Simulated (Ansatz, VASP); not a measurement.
# Ga2As in VASP and in Ansatz

INCAR

```
SYSTEM = Ga2As
PREC = Accurate ; ENCUT = 600
EDIFF = 1E-6 ; ISMEAR = 0
SIGMA = 0.1 ; LREAL = .False.
LASPH = .True. ; NELM = 60
ALGO = Fast ; ISIF = 3
LWAVE = .False. ; LCHARG = .False.
GGA = PE ; IBRION = 2
NSW = 100 ; EDIFFG = -0.01
```

KPOINTS

```
Automatic mesh
0
Gamma
  6 10 10
  0 0 0
```

File POSCAR:

```
Ga2As
1.0
    7.6018664758      0.0000000000      0.0000000000
    0.0000000000      2.6120065071      3.0496358780
    0.0000000000     -2.6120065071      3.0496358780
Ga As
4 2
Direct
    0.5544392071      0.8357963196      0.3357963196
    0.1609982111      0.6229207876      0.1229207876
    0.4455607929      0.3357963196      0.8357963196
    0.8390017889      0.1229207876      0.6229207876
    0.1763542848      0.0391349498      0.5391349498
    0.8236457152      0.5391349498      0.0391349498
```

Input for Ansatz:

```yaml
crystal:
  lattice:
    - [7.6018664758, 0.0, 0.0]
    - [0.0, 2.6120065071, 3.049635878]
    - [0.0, -2.6120065071, 3.049635878]
  atoms:
    - { symbol: Ga, position: [0.5544392071, 0.8357963196, 0.3357963196] }
    - { symbol: Ga, position: [0.1609982111, 0.6229207876, 0.1229207876] }
    - { symbol: Ga, position: [0.4455607929, 0.3357963196, 0.8357963196] }
    - { symbol: Ga, position: [0.8390017889, 0.1229207876, 0.6229207876] }
    - { symbol: As, position: [0.1763542848, 0.0391349498, 0.5391349498] }
    - { symbol: As, position: [0.8236457152, 0.5391349498, 0.0391349498] }
basis:
  ecutwfc: 420
kpoints:
  mp_grid: { grid: [6, 10, 10] }
hamiltonian:
  xc: pbe
scf:
  occupations: { method: gaussian, width: 0.1 }
output:
  forces: true
  stress: true
  eigenvalues: true
  write_density: true
  write_potential: true
  elf: true
  volumetric_format: npy
relax:
  adjacent_minimum: "off"
  f_tol: 0.01
  max_steps: 80
  cell: { stress_tol: 0.05 }
```

Change from the starting cell: the structure that the rattled cell fell into.

Alike in both runs: task relaxation of cell and atoms; functional PBE; k mesh 6 × 10 × 10; occupations gaussian, width 0.1 eV; no spin polarisation.

|  | VASP | Ansatz |
| --- | --- | --- |
| version | VASP 6.6.1 | Ansatz 0.2.0 |
| potentials or method | VASP PAW PBE potentials, release 64 (Ga_d, As), cutoff 600 eV | scalar-relativistic, plane waves, PAW |
| valence electrons in the cell | 62 | 82 |

```tsv
	VASP	Ansatz	Ansatz less VASP
gap on the k mesh at the Fermi level, each at its own relaxed structure (eV)	none	none	-
relaxed volume (Å³/atom)	20.24	20.17	-0.072
relaxed cell length with the largest relative difference (Å)	7.612	7.600	-0.0121
```

A gap of «none» marks a metal or a gap that the smearing closes. VASP's potentials hold 62 valence electrons a cell and Ansatz's 82, so a difference there can come from the potentials and not from the codes.
